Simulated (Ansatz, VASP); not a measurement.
# CrCuO2 in VASP and in Ansatz

```
Cu O Cr
1.0
     1.48670    0.85835    5.70000
    -1.48670    0.85835    5.70000
     0.00000   -1.71669    5.70000
Cu O Cr
1 2 1
Direct
  0.00000 0.00000 0.00000
  0.10792 0.10792 0.10792
  0.89208 0.89208 0.89208
  0.50000 0.50000 0.50000
```

Alike in both runs: task single point; functional PBE; k mesh 8 × 8 × 8; occupations fermi-dirac, width 0.02 eV; collinear spin; Hubbard terms Cr d U = 5.8 eV, Cu d U = 6.7 eV.

|  | VASP | Ansatz |
| --- | --- | --- |
| version | VASP 6.6.1 | Ansatz 0.2.0 |
| potentials or method | VASP PAW PBE potentials, release 64 (Cu, O, Cr_pv), cutoff 600 eV | PAW, plane waves, scalar-relativistic |
| valence electrons in the cell | 35 | 45 |

Ansatz gave:

```
pressure (GPa)                                                : 10.8
traceless stress, the component that is largest in VASP (GPa) : 2.07
rms of the force components (eV/Å)                            : 0.084
net moment per atom (μB)                                      : 0.75
size of the moment on the site where the two differ most (μB) : 2.52
```

Question: Which values does VASP return?

Answer: Pressure (GPa): 10.8; traceless stress, the component that is largest in VASP (GPa): -3.87; rms of the force components (eV/Å): 0.304; net moment per atom (μB): 0.75; size of the moment on the site where the two differ most (μB): 3.01.

Site moments also hang on the region over which each program counts them. The programs project onto different local orbitals, so the same U acts differently, and such runs can settle in different states. Atom by atom the forces differ by 0.388 eV/Å (rms over components). VASP's potentials hold 35 valence electrons a cell and Ansatz's 45, so a difference there can come from the potentials and not from the codes.
